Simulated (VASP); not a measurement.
# RbGe6: single point with PBE

Crystal: RbGe6.

```
Rb Ge
1.0
    -3.56253    3.56253    3.56253
     3.56253   -3.56253    3.56253
     3.56253    3.56253   -3.56253
Rb Ge
1 6
Direct
  0.00000 0.00000 0.00000
  0.50000 0.75000 0.25000
  0.75000 0.25000 0.50000
  0.75000 0.50000 0.25000
  0.50000 0.25000 0.75000
  0.25000 0.75000 0.50000
  0.25000 0.50000 0.75000
```

```
Program             : VASP 6.6.1
Task                : single point
Functional          : PBE
Potentials or basis : VASP PAW PBE potentials, release 64 (Rb_sv, Ge_d)
Cutoff              : 520 eV
k mesh              : 8 × 8 × 8
Occupations         : gaussian, width 0.1 eV
Spin                : no spin polarisation
```

The pressure is 1.4 GPa and the band gap on the k mesh is zero (an odd number of electrons rules out a gap without spin polarisation).

Levels at points of the mesh, in eV from the Fermi level:
```csv
k point,band 42,band 43,band 44,band 45,band 46,band 47,band 48,band 49,band 50,band 51
"(0.00, 0.00, 0.00)",-3.22,-3.22,-2.42,-2.42,-2.42,0.88,0.88,1.91,1.91,1.91
"(0.50, 0.00, 0.00)",-3.79,-3.53,-2.40,-1.75,-1.16,0.07,1.11,1.45,1.64,2.28
"(0.50, 0.50, 0.50)",-2.34,-2.34,-1.01,-0.41,-0.41,-0.41,-0.39,-0.39,-0.39,2.45
```

Wall time 3.5 min on 1 thread of Intel(R) Xeon(R) 6975P-C (Granite Rapids), on a shared host, peak memory 0.43 GiB.
